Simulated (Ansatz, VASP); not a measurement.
# Two plane-wave programs on Sn3Se2S

File INCAR:

```
SYSTEM = Sn3Se2S
PREC     = Accurate       ! precision mode
ENCUT    = 600            ! plane-wave cutoff, eV
EDIFF    = 1E-6           ! SCF threshold, eV
ISMEAR   = 0              ! smearing method
SIGMA    = 0.1            ! smearing width, eV
LREAL    = .False.        ! projectors in reciprocal space
LASPH    = .True.         ! aspherical terms in the spheres
NELM     = 60             ! most SCF steps
ALGO     = Normal         ! electronic algorithm
ISIF     = 3              ! what is computed and relaxed
LWAVE    = .False.        ! write WAVECAR
LCHARG   = .False.        ! write CHGCAR
GGA      = PE             ! functional
IBRION   = 2              ! ionic algorithm
NSW      = 90             ! ionic steps
EDIFFG   = -0.04          ! ionic threshold
```

KPOINTS

```
Automatic mesh
0
Gamma
  6 6 2
  0 0 0
```

File POSCAR:

```
Sn3Se2S
1.0
    4.2629328200      0.0000000000      0.0000000000
   -2.1314664100      3.6918081100      0.0000000000
    0.0000000000      0.0000000000     10.4420102000
Sn Se S
3 2 1
Direct
    0.6666666700      0.3333333300      0.8333333300
    0.0000000000      0.0000000000      0.5000000000
    0.3333333300      0.6666666700      0.1666666700
    0.3333333300      0.6666666700      0.6666666700
    0.6666666700      0.3333333300      0.3333333300
    0.0000000000      0.0000000000      0.0000000000
```

Input for Ansatz:

```yaml
crystal:
  lattice:
    - [4.26293282, 0.0, 0.0]
    - [-2.13146641, 3.69180811, 0.0]
    - [0.0, 0.0, 10.4420102]
  atoms:
    - { symbol: Sn, position: [0.66666667, 0.33333333, 0.83333333] }
    - { symbol: Sn, position: [0.0, 0.0, 0.5] }
    - { symbol: Sn, position: [0.33333333, 0.66666667, 0.16666667] }
    - { symbol: Se, position: [0.33333333, 0.66666667, 0.66666667] }
    - { symbol: Se, position: [0.66666667, 0.33333333, 0.33333333] }
    - { symbol: S, position: [0.0, 0.0, 0.0] }
basis:
  ecutwfc: 420
kpoints:
  mp_grid: { grid: [6, 6, 2] }
hamiltonian:
  xc: pbe
scf:
  occupations: { method: gaussian, width: 0.1 }
  lower_state_search: "off"
output:
  forces: true
  stress: true
  eigenvalues: true
relax:
  adjacent_minimum: "off"
  f_tol: 0.04
  max_steps: 70
  cell: { stress_tol: 0.4 }
```

Alike in both runs: task relaxation of cell and atoms; functional PBE; k mesh 6 × 6 × 2; occupations gaussian, width 0.1 eV; no spin polarisation.

|  | VASP | Ansatz |
| --- | --- | --- |
| version | VASP 6.6.1 | Ansatz 0.2.0 |
| potentials or method | VASP PAW PBE potentials, release 64 (Sn_d, Se, S), cutoff 600 eV | scalar-relativistic, plane waves, PAW |
| valence electrons in the cell | 60 | 80 |

|  | VASP | Ansatz | Ansatz less VASP |
| --- | --- | --- | --- |
| gap on the k mesh at the Fermi level, each at its own relaxed structure (eV) | 0.49 | 0.50 | +0.017 |
| relaxed volume (Å³/atom) | 26.80 | 26.78 | -0.027 |
| relaxed cell length with the largest relative difference (Å) | 10.378 | 10.342 | -0.0360 |

VASP's potentials hold 60 valence electrons a cell and Ansatz's 80, so a difference there can come from the potentials and not from the codes.
